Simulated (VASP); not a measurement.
Write the native input for VASP 6.6.1 that does the following.

```
Task                   : single point
Functional             : LDA
Potentials or basis    : VASP PAW LDA potentials, release 64 (V_sv, Pt)
Cutoff                 : 520 eV
k mesh                 : 7 × 7 × 7
Occupations            : fermi-dirac, width 0.1 eV
Spin                   : collinear spin, zero start
Starting moments       : [0.0, 0.0, 0.0, 0.0] μB
Fixed moment           : 0 μB
Dipole correction      : no
Further INCAR settings : ALGO = Normal; EDIFF = 1e-07; NBANDS = 34
```

The structure of VPt3 lies in POSCAR:

```
VPt3
1.0
    3.8790000000      0.0000000000      0.0000000000
    0.0000000000      3.8790000000      0.0000000000
    0.0000000000      0.0000000000      3.8790000000
V Pt
1 3
Direct
    0.0000000000      0.0000000000      0.0000000000
    0.0000000000      0.5000000000      0.5000000000
    0.5000000000      0.0000000000      0.5000000000
    0.5000000000      0.5000000000      0.0000000000
```

These files were run (other wordings do the same):

INCAR

```
SYSTEM = VPt3
PREC     = Accurate       ! precision mode
ENCUT    = 520            ! plane-wave cutoff, eV
EDIFF    = 1E-7           ! SCF threshold, eV
ISMEAR   = -1             ! smearing method
SIGMA    = 0.1            ! smearing width, eV
LREAL    = .FALSE.        ! projectors in reciprocal space
LASPH    = .TRUE.         ! aspherical terms in the spheres
NELM     = 150            ! most SCF steps
ALGO     = Normal         ! electronic algorithm
ISIF     = 2              ! what is computed and relaxed
LWAVE    = .FALSE.        ! write WAVECAR
LCHARG   = .TRUE.         ! write CHGCAR
ISPIN    = 2              ! spin polarisation
MAGMOM   = 0 0 0 0        ! initial moments
LORBIT   = 11             ! projections on sites
NUPDOWN  = 0.0            ! fixed moment
LMAXMIX  = 4              ! l up to which the mixer works
LELF     = .TRUE.         ! ELF
LVHAR    = .TRUE.       
NBANDS   = 34             ! bands
```

KPOINTS

```
Automatic mesh
0
G
  7 7 7
  0 0 0
```

Potentials or basis: VASP PAW LDA potentials, release 64 (V_sv, Pt).

The run is started by

```sh
$ cat potpaw_LDA.64/V_sv/POTCAR potpaw_LDA.64/Pt/POTCAR > POTCAR
$ mpirun -np 1 vasp_std > vasp.out
```

Results of the run:

```yaml
Pressure: -7.6 GPa
Net_moment: 0.00 μB per cell
Valence_electrons_inside_the_program's_atomic_spheres: V 11.41; Pt 9.44
```

Caveat: the cell stands under tension; the total moment is fixed, so each spin has its own Fermi level.

Run time: 36 s on 1 thread of Intel(R) Xeon(R) 6975P-C (Granite Rapids) (shared host), peak memory 0.19 GiB.
